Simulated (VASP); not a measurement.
# Ti in VASP: further runs

The runs below take Ti through single point, with PBE, PBEsol.

Everything below comes from runs of VASP 6.6.1. Logs are shortened: lines on timing, memory, paths and dates and some standing lists are left out, and cuts for length are marked.

## 1. The cell of the first run

The typed cell holds 3 atoms: a = 4.567 Å, b = 4.567 Å, c = 2.826 Å, α = 90.00°, β = 90.00°, γ = 120.00°.

## 2. Single point, PBE

INCAR

```
PREC     = Accurate       # precision mode
ENCUT    = 520            # plane-wave cutoff, eV
EDIFF    = 1E-7           # SCF threshold, eV
ISMEAR   = 0              # smearing method
SIGMA    = 0.05           # smearing width, eV
LREAL    = F              # projectors in reciprocal space
LASPH    = T              # aspherical terms in the spheres
NELM     = 100            # most SCF steps
ALGO     = Normal         # electronic algorithm
ISIF     = 2              # what is computed and relaxed
LWAVE    = F              # write WAVECAR
LCHARG   = F              # write CHGCAR
GGA      = PE             # functional
NBANDS   = 25             # bands
```

KPOINTS

```
regular mesh
0
Gamma
  5 5 7
```

POSCAR

```
Ti
1.0
    4.5673748306      0.0000000000      0.0000000000
   -2.2836874153      3.9554626319      0.0000000000
    0.0000000000      0.0000000000      2.8262442700
Ti
3
Direct
    0.6669950000      0.3336940000      0.5043550000
    0.3397980000      0.6712840000      0.4801160000
    0.0062610000      0.0053370000      0.0032540000
```

Potentials or basis: VASP PAW PBE potentials, release 64 (Ti_sv).

On the command line:

```sh
$ cat potpaw_PBE.64/Ti_sv/POTCAR > POTCAR
$ mpirun -np 1 vasp_std > vasp.out
```

OUTCAR:

```text
PREC = Accurate
   ENCUT = 520
   EDIFF = 1E-7
   ISMEAR = 0
   LREAL = F
   LASPH = T
   NELM = 100
   ISIF = 2
   GGA = PE

 ion  position               nearest neighbor table
   1  0.667  0.334  0.504-   2 2.62   2 2.63   2 2.66
   2  0.340  0.671  0.480-   1 2.62   1 2.63   1 2.66
   3  0.006  0.005  0.003-

  LATTYP: Found a hexagonal cell.
 ALAT       =     4.5673748306
 C/A-ratio  =     0.6187896494

  Lattice vectors:

 A1 = (   4.5673748306,   0.0000000000,   0.0000000000)
 A2 = (  -2.2836874153,   3.9554626319,   0.0000000000)
 A3 = (   0.0000000000,   0.0000000000,   2.8262442700)

Analysis of symmetry for initial positions (statically):
=====================================================================
 Subroutine PRICEL returns:
 Original cell was already a primitive cell.

 Routine SETGRP: Setting up the symmetry group for a
 hexagonal supercell.

 Subroutine GETGRP returns: Found  1 space group operations
 (whereof  1 operations were pure point group operations)
 out of a pool of 24 trial point group operations.

The static configuration has the point symmetry C_1 .

Analysis of symmetry for dynamics (positions and initial velocities):
=====================================================================
 Subroutine PRICEL returns:
 Original cell was already a primitive cell.

 Routine SETGRP: Setting up the symmetry group for a
 hexagonal supercell.

 Subroutine GETGRP returns: Found  1 space group operations
 (whereof  1 operations were pure point group operations)
 out of a pool of 24 trial point group operations.

The dynamic configuration has the point symmetry C_1 .

 Subroutine INISYM returns: Found  1 space group operations
 (whereof  1 operations are pure point group operations),
 and found     1 'primitive' translations

----------------------------------------------------------------------------------------

                                     Primitive cell

  volume of cell :      51.0592

  direct lattice vectors                    reciprocal lattice vectors
     4.567374831  0.000000000  0.000000000     0.218944150  0.126407464  0.000000000
    -2.283687415  3.955462632  0.000000000     0.000000000  0.252814928  0.000000000
     0.000000000  0.000000000  2.826244270     0.000000000  0.000000000  0.353826458

  length of vectors
     4.567374831  4.567374831  2.826244270     0.252814928  0.252814928  0.353826458

  position of ions in fractional coordinates (direct lattice)
     0.666995000  0.333694000  0.504355000
     0.339798000  0.671284000  0.480116000
     0.006261000  0.005337000  0.003254000

  ion indices of the primitive-cell ions
   primitive index   ion index
                 1           1
                 2           2
                 3           3

----------------------------------------------------------------------------------------

 KPOINTS: regular mesh

Automatic generation of k-mesh.
 Grid dimensions read from file:
 generate k-points for:    5    5    7

 Generating k-lattice:

  Cartesian coordinates                     Fractional coordinates (reciprocal lattice)
     0.043788830  0.025281493  0.000000000     0.200000000 -0.000000000  0.000000000
     0.000000000  0.050562986  0.000000000     0.000000000  0.200000000  0.000000000
     0.000000000  0.000000000  0.050546637     0.000000000  0.000000000  0.142857143

  Length of vectors
     0.050562986  0.050562986  0.050546637

  Shift w.r.t. Gamma in fractional coordinates (k-lattice)
     0.000000000  0.000000000  0.000000000

 Subroutine IBZKPT returns following result:
 ===========================================

 Found     88 irreducible k-points:

 Following reciprocal coordinates:
            Coordinates               Weight
  0.000000  0.000000  0.000000      1.000000
  0.200000  0.000000  0.000000      2.000000
  0.000000  0.200000  0.000000      2.000000
 -0.200000  0.200000  0.000000      2.000000
  0.400000  0.000000  0.000000      2.000000
  0.000000  0.400000  0.000000      2.000000
[... 16 lines left out ...]
 -0.400000  0.400000  0.142857      2.000000
 -0.400000 -0.000000  0.142857      2.000000
 [... further k-points ...]
   k-points           NKPTS =     88   k-points in BZ     NKDIM =     88   number of bands    NBANDS=     25
   number of dos      NEDOS =    301   number of ions     NIONS =      3
   total plane-waves  NPLWV =  31104
   dimension x,y,z NGX =    36 NGY =   36 NGZ =   24
   dimension x,y,z NGXF=    72 NGYF=   72 NGZF=   48
   ions per type =               3
   NGX,Y,Z   is equivalent  to a cutoff of  13.10, 13.10, 14.12 a.u.
   NGXF,Y,Z  is equivalent  to a cutoff of  26.21, 26.21, 28.23 a.u.
 SYSTEM =  unknown system
   PREC   = accura    normal or accurate (medium, high low for compatibility)
   ISTART =      0    job   : 0-new  1-cont  2-samecut
   ICHARG =      2    charge: 1-file 2-atom 10-const
   ISPIN  =      1    spin polarized calculation?
   LNONCOLLINEAR =      F non collinear calculations
   LSORBIT =      F    spin-orbit coupling
   LASPH  =      T    aspherical Exc in radial PAW
   ENCUT  =  520.0 eV  38.22 Ry    6.18 a.u.   8.49  8.49  5.25*2*pi/ulx,y,z
   NELM   =    100;   NELMIN=  2; NELMDL= -5     # of ELM steps
   EDIFF  = 0.1E-06   stopping-criterion for ELM
   LREAL  =      F    real-space projection
   EDIFFG = 0.1E-05   stopping-criterion for IOM
   NSW    =      0    number of steps for IOM
   IBRION =     -1    ionic relax: 0-MD 1-quasi-New 2-CG
   NFREE  =      0    steps in history (QN), initial steepest desc. (CG)
   ISIF   =      2    stress and relaxation
   ISYM   =      2    0-nonsym 1-usesym 2-fastsym
   POTIM  = 0.5000    time-step for ionic-motion
   TEBEG  =    0.0;   TEEND  =   0.0 temperature during run
   PSTRESS=    0.0 pullay stress
   NELECT =      36.0000    total number of electrons
   NUPDOWN=      -1.0000    fix difference up-down
   EMIN   =  10.00;   EMAX   =-10.00  energy-range for DOS
   EFERMI =   0.00;   METHOD = LEGACY
   ISMEAR =     0;   SIGMA  =   0.05  broadening in eV -4-tet -1-fermi 0-gaus
   EFERMI_NEDOS =   21; number of points for ismear=-14 and -15
   IALGO  =     38    algorithm
   IMIX   =      4    mixing-type and parameters
     AMIX     =   0.40;   BMIX     =  1.00
     AMIX_MAG =   1.60;   BMIX_MAG =  1.00
  volume/ion in A,a.u.               =      17.02       114.85
  Fermi-wavevector in a.u.,A,eV,Ry     =   1.457084  2.753489 28.886426  2.123092
  Thomas-Fermi vector in A             =   2.573926
   LORBIT       =      0    0 simple, 1 ext, 2 COOP (PROOUT), +10 PAW based schemes
   GGA     = PE    functional components
   LHFCALC =     F    Hartree Fock is set to
   AEXX    =    0.0000 exact exchange contribution
   IVDW    =     0    specifies the selected vdW correction
   LEPSILON=     F    determine dielectric tensor
   LRPA    =     F    only Hartree local field effects (RPA)
 non-spin polarized calculation
 Gauss-broadening in eV      SIGMA  =   0.05
  energy-cutoff  :      520.00
  volume of cell :       51.06
 maximum number of plane-waves:      1414
 NGX is ok and might be reduce to    36
   NGX = 17   NGY = 17   NGZ = 11

 number of electron      35.9999997 magnetization

 Free energy of the ion-electron system (eV)
  ---------------------------------------------------
  ext. energy  EPLUGINS =         0.00000000
  ---------------------------------------------------
  free energy    TOTEN  =       -23.50105479 eV

  energy without entropy =      -23.49449236  energy(sigma->0) =      -23.49777358

 E-fermi :   8.4032     XC(G=0): -11.5931

 val. band max:        8.3897092646   @ k =  -0.4000   0.2000   0.0000
 cond. band min:       8.4047454911   @ k =  -0.4000  -0.0000   0.1429
 fundamental gap:      0.0150362265
 Fermi energy:         8.4031948159

 k-point     1 :       0.0000    0.0000    0.0000
  band No.  band energies     occupation
      1     -48.4429      2.00000
      2     -48.1764      2.00000
      3     -48.0095      2.00000
      4     -24.7624      2.00000
      5     -24.7550      2.00000
      6     -24.6653      2.00000
[... 17 lines left out ...]
     24      10.2963      0.00000
     25      10.3475      0.00000

 k-point     2 :       0.2000    0.0000    0.0000
  band No.  band energies     occupation
      1     -48.4380      2.00000
      2     -48.1673      2.00000
      3     -48.0241      2.00000
      4     -24.8426      2.00000
      5     -24.8012      2.00000
      6     -24.5755      2.00000
[... 17 lines left out ...]
     24      10.0787      0.00000
     25      10.9188      0.00000

 k-point     3 :       0.0000    0.2000    0.0000
  band No.  band energies     occupation
      1     -48.4381      2.00000
      2     -48.1658      2.00000
      3     -48.0255      2.00000
      4     -24.8402      2.00000
      5     -24.8018      2.00000
      6     -24.5601      2.00000
[... 17 lines left out ...]
     24      10.0784      0.00000
     25      10.9512      0.00000

 k-point     4 :      -0.2000    0.2000    0.0000
  band No.  band energies     occupation
      1     -48.4381      2.00000
      2     -48.1662      2.00000
      3     -48.0252      2.00000
      4     -24.8416      2.00000
      5     -24.8006      2.00000
      6     -24.5652      2.00000
[... 17 lines left out ...]
     24      10.0799      0.00000
     25      10.9203      0.00000
[... 477 lines left out ...]
 k-point    22 :       0.0000    0.4000    0.1429
  band No.  band energies     occupation
      1     -48.4201      2.00000
      2     -48.1263      2.00000
      3     -48.0527      2.00000
      4     -24.8789      2.00000
      5     -24.7464      2.00000
      6     -24.5391      2.00000
[... 17 lines left out ...]
     24      10.6357      0.00000
     25      10.9260      0.00000

 k-point    23 :      -0.4000    0.4000    0.1429
  band No.  band energies     occupation
      1     -48.4200      2.00000
      2     -48.1281      2.00000
      3     -48.0511      2.00000
      4     -24.8820      2.00000
      5     -24.7500      2.00000
      6     -24.5335      2.00000
[... 17 lines left out ...]
     24      10.6575      0.00000
     25      10.8922      0.00000

 k-point    24 :      -0.4000   -0.0000    0.1429
  band No.  band energies     occupation
      1     -48.4198      2.00000
      2     -48.1334      2.00000
      3     -48.0459      2.00000
      4     -24.8838      2.00000
      5     -24.7479      2.00000
      6     -24.5211      2.00000
[... 17 lines left out ...]
     24      10.6414      0.00000
     25      10.9138      0.00000

 [... further k-points ...]
[... 5 lines left out ...]
  --------------------------------------------------------------------------------------
  -------------------------------------------------------------------------------------
  Total        0.1426820      0.1410870      0.3148763      0.0054643      0.0025325      0.0004432
  in kB        4.4771949      4.4271460      9.8804550      0.1714637      0.0794670      0.0139078
  external PRESSURE =       6.2615986 kB  Pullay stress =       0.0000000 kB

 VOLUME and BASIS-vectors are now :
 -----------------------------------------------------------------------------
  energy-cutoff  :      520.00
  volume of cell :       51.06
      direct lattice vectors                 reciprocal lattice vectors
     4.567374831  0.000000000  0.000000000     0.218944150  0.126407464  0.000000000
    -2.283687415  3.955462632  0.000000000     0.000000000  0.252814928  0.000000000
     0.000000000  0.000000000  2.826244270     0.000000000  0.000000000  0.353826458

 POSITION                                       TOTAL-FORCE (eV/Angst)
 -----------------------------------------------------------------------------------
      2.28436      1.31991      1.42543         0.076850      0.074466     -0.016110
      0.01898      2.65524      1.35693        -0.057985     -0.046846      0.197472
      0.01641      0.02111      0.00920        -0.018864     -0.027620     -0.181362
 -----------------------------------------------------------------------------------
    total drift:                                0.000191      0.000078      0.000265

  FREE ENERGIE OF THE ION-ELECTRON SYSTEM (eV)
  ---------------------------------------------------
  free  energy   TOTEN  =       -23.5010547901 eV

  energy  without entropy=      -23.4944923611  energy(sigma->0) =      -23.49777358
```

It took 1.8 min on 1 thread of AMD EPYC 9R45 (Zen 5), shared host; peak memory 0.2 GiB.

Results:

* Free energy: -23.5011 eV
* Pressure: 0.6 GPa
* Largest force: 0.211 eV/Å
* Band gap on the k mesh: zero (band 18 reaches 8.43 eV, above the bottom of band 19 at 8.35 eV)

Forces on the atoms (eV/Å):
```
Ti   0.077  0.074 -0.016
Ti  -0.058 -0.047  0.197
Ti  -0.019 -0.028 -0.181
```

## 3. Single point, PBEsol (volume scaled by 0.94)

INCAR

```
PREC = Accurate
ENCUT = 520
EDIFF = 1E-6
ISMEAR = -1
SIGMA = 0.05
LREAL = F
LASPH = T
NELM = 60
ALGO = Normal
ISIF = 2
LWAVE = F
LCHARG = T
GGA = PS
LELF = T
LVHAR = T
NBANDS = 25
```

KPOINTS

```
regular mesh
0
Gamma
  7 7 9
```

POSCAR

```
Ti
1.0
    4.4741369374      0.0000000000      0.0000000000
   -2.2370684687      3.8747162478      0.0000000000
    0.0000000000      0.0000000000      2.7685496267
Ti
3
Direct
    0.6666666667      0.3333333333      0.5000000000
    0.3333333333      0.6666666667      0.5000000000
    0.0000000000      0.0000000000      0.0000000000
```

Potentials or basis: VASP PAW PBE potentials, release 64 (Ti_sv).

On the command line:

```sh
$ cat potpaw_PBE.64/Ti_sv/POTCAR > POTCAR
$ mpirun -np 1 vasp_std > vasp.out
```

OUTCAR:

```text
PREC = Accurate
   ENCUT = 520
   EDIFF = 1E-6
   ISMEAR = -1
   LREAL = F
   LASPH = T
   NELM = 60
   ISIF = 2
   GGA = PS

 ion  position               nearest neighbor table
   1  0.667  0.333  0.500-   2 2.58   2 2.58   2 2.58
   2  0.333  0.667  0.500-   1 2.58   1 2.58   1 2.58
   3  0.000  0.000  0.000-

  LATTYP: Found a hexagonal cell.
 ALAT       =     4.4741369374
 C/A-ratio  =     0.6187896494

  Lattice vectors:

 A1 = (   4.4741369374,   0.0000000000,   0.0000000000)
[... 191 lines left out ...]
      4     -23.9783      2.00000
      5     -23.9783      2.00000
      6     -23.9196      2.00000
[... 661 lines left out ...]
     24      11.7639      0.00000
     25      11.8030      0.00000

 [... further k-points ...]
[... 5 lines left out ...]
  --------------------------------------------------------------------------------------
  -------------------------------------------------------------------------------------
  Total        0.9595094      0.9595094      1.1154361      0.0000000     -0.0000000      0.0000000
  in kB       32.0301039     32.0301039     37.2352099      0.0000000     -0.0000000      0.0000000
  external PRESSURE =      33.7651393 kB  Pullay stress =       0.0000000 kB

 VOLUME and BASIS-vectors are now :
 -----------------------------------------------------------------------------
  energy-cutoff  :      520.00
  volume of cell :       48.00
      direct lattice vectors                 reciprocal lattice vectors
     4.474136937  0.000000000  0.000000000     0.223506793  0.129041707  0.000000000
    -2.237068469  3.874716248  0.000000000     0.000000000  0.258083415  0.000000000
     0.000000000  0.000000000  2.768549627     0.000000000  0.000000000  0.361199955

 POSITION                                       TOTAL-FORCE (eV/Angst)
 -----------------------------------------------------------------------------------
      2.23707      1.29157      1.38427         0.000000      0.000000      0.000000
     -0.00000      2.58314      1.38427        -0.000000     -0.000000     -0.000000
      0.00000      0.00000      0.00000         0.000000      0.000000      0.000000
 -----------------------------------------------------------------------------------
    total drift:                                0.000000      0.000000     -0.000000

  FREE ENERGIE OF THE ION-ELECTRON SYSTEM (eV)
  ---------------------------------------------------
  free  energy   TOTEN  =       -25.0573199669 eV

  energy  without entropy=      -25.0349584096  energy(sigma->0) =      -25.04613919
```

OSZICAR:

```text
N       E                     dE             d eps       ncg     rms          rms(c)
DAV:   1     0.431350009715E+03    0.43135E+03   -0.18450E+04  2008   0.181E+03
DAV:   2     0.206067909455E+02   -0.41074E+03   -0.40380E+03  2019   0.518E+02
DAV:   3    -0.247753472648E+02   -0.45382E+02   -0.44085E+02  3715   0.148E+02
DAV:   4    -0.281545353612E+02   -0.33792E+01   -0.33644E+01  2714   0.371E+01
DAV:   5    -0.282909168987E+02   -0.13638E+00   -0.13630E+00  3156   0.653E+00    0.167E+01
DAV:   6    -0.250553548281E+02    0.32356E+01   -0.11206E+01  2552   0.326E+01    0.433E+00
DAV:   7    -0.250292033636E+02    0.26151E-01   -0.14633E+00  2966   0.868E+00    0.264E+00
DAV:   8    -0.250622343698E+02   -0.33031E-01   -0.48582E-01  3044   0.790E+00    0.254E+00
DAV:   9    -0.250718156886E+02   -0.95813E-02   -0.52353E-01  2871   0.712E+00    0.940E-01
DAV:  10    -0.250566832650E+02    0.15132E-01   -0.83609E-02  2687   0.327E+00    0.961E-02
DAV:  11    -0.250571916063E+02   -0.50834E-03   -0.61626E-03  2763   0.684E-01    0.130E-01
DAV:  12    -0.250573394397E+02   -0.14783E-03   -0.68319E-04  2684   0.212E-01    0.323E-02
DAV:  13    -0.250573209962E+02    0.18443E-04   -0.10177E-04  3062   0.716E-02    0.106E-02
DAV:  14    -0.250573196540E+02    0.13422E-05   -0.98067E-06  2626   0.365E-02    0.571E-03
DAV:  15    -0.250573199669E+02   -0.31294E-06   -0.72949E-07  1358   0.850E-03
   1 F= -.25057320E+02 E0= -.25046139E+02  d E =-.223616E-01
```

stdout:

```text
POSCAR found type information on POSCAR Ti
 POSCAR found :  1 types and       3 ions
 scaLAPACK will be used
 -----------------------------------------------------------------------------
|                                                                             |
|                                                                             |
|     You enforced a specific xc type in the INCAR file but a different       |
|     I HOPE YOU KNOW WHAT YOU ARE DOING!                                     |
|                                                                             |
 -----------------------------------------------------------------------------

 LDA part: xc-table for (Slater+PW92), standard interpolation
 POSCAR, INCAR and KPOINTS ok, starting setup
 FFT: planning ... GRIDC
 FFT: planning ... GRID_SOFT
 FFT: planning ... GRID
 WAVECAR not read
 entering main loop
```

Run time: 27 s. Hardware: 1 thread of Intel Xeon 6975P-C (Granite Rapids), shared host; peak memory 0.18 GiB.

Results:

```yaml
Free_energy: -25.0573 eV
Pressure: 3.4 GPa
Band_gap_on_the_k_mesh: zero (band 18 reaches 9.18 eV, above the bottom of band 19 at 8.87 eV)
```

Levels at points of the mesh, in eV from the Fermi level:
| k point | band 14 | band 15 | band 16 | band 17 | band 18 | band 19 | band 20 | band 21 | band 22 | band 23 |
| --- | --- | --- | --- | --- | --- | --- | --- | --- | --- | --- |
| (0.00, 0.00, 0.00) | -2.14 | -0.72 | -0.72 | -0.62 | -0.62 | -0.02 | 0.72 | 1.37 | 1.37 | 1.95 |

Caveat: the PAW data sets were made with another functional, which shifts forces and pressure a little.

(Part 1 of 2 ends here.)
